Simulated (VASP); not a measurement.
Ta: single point with LDA

Crystal: Ta.

```xyz
2
Lattice="2.7794 0.0000 0.0000 -1.3897 2.4070 0.0000 0.0000 0.0000 4.9508" Properties=species:S:1:pos:R:3 pbc="T T T"
Ta    1.3897    0.8023    3.7131
Ta    0.0000    1.6047    1.2377
```

* Program: VASP 6.6.1
* Task: single point
* Functional: LDA
* Potentials or basis: VASP PAW LDA potentials, release 64 (Ta_pv)
* Cutoff: 520 eV
* k mesh: 11 × 11 × 6
* Occupations: methfessel-paxton, width 0.1 eV
* Spin: no spin polarisation
* Dipole correction: no
* Further INCAR settings: ALGO = Normal; EDIFF = 1e-06; NBANDS = 18

```json
{"Pressure": "16.9 GPa", "Band gap on the k mesh": "zero (band 11 reaches 8.57 eV, above the bottom of band 12 at 5.66 eV)"}
```

Levels at points of the mesh, in eV from the Fermi level:
```
           k point  band 9  band 10  band 11  band 12  band 13  band 14
(0.00, 0.00, 0.00)   -0.78     0.49     0.55     0.55     1.22     1.22
(0.00, 0.00, 0.50)   -1.31    -1.31     0.61     0.61     0.61     0.61
```

Run time: 24 s on 1 thread of AMD EPYC 7R13 Processor (Zen 3), on a shared host, peak memory 0.13 GiB.

Caveat: spin-orbit coupling is left out, which moves the levels of the heavy elements.
